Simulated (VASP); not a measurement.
Runs of VASP 6.6.1 on Cd. Symmetry: P6_3/mmc, No. 194, hexagonal system. Conventional cell: a = 2.951 Å, b = 2.951 Å, c = 5.884 Å, α = 90.00°, β = 90.00°, γ = 120.00°. Cd (site symmetry -6m2) has 12 Cd at 2.95 to 3.40 Å within 3.9 Å. 

```csv
k mesh,smearing,gap on the mesh (eV),pressure (GPa)
6 × 6 × 3,fermi-dirac 0.1 eV,none,0.5
4 × 4 × 2,fermi-dirac 0.1 eV,none,-1.5
12 × 12 × 6,fermi-dirac 0.2 eV,none,0.5
12 × 12 × 6,fermi-dirac 0.3 eV,none,0.8
12 × 12 × 6,fermi-dirac 0.1 eV,none,0.4
10 × 10 × 5,fermi-dirac 0.1 eV,none,0.5
2 × 2 × 1,fermi-dirac 0.1 eV,none,(a)
12 × 12 × 6,fermi-dirac 0.01 eV,none,0.4
```

Alike in all rows: task single point; level r2SCAN; potentials or basis VASP PAW PBE potentials, release 64 (Cd); no spin polarisation; cell as given; cutoff (eV) 520.

Problem. Estimate the missing entries.

Solution. (a) 4.4.

Caveats: some runs use coarse meshes; the PAW data sets were made with another functional, which shifts forces and pressure a little; so wide a smearing shifts energies and pressures (at least some runs).

A k mesh can miss the band edges, and the runs leave out spin-orbit coupling on Cd.

A gap of «none» marks levels without a gap at the run's occupations.
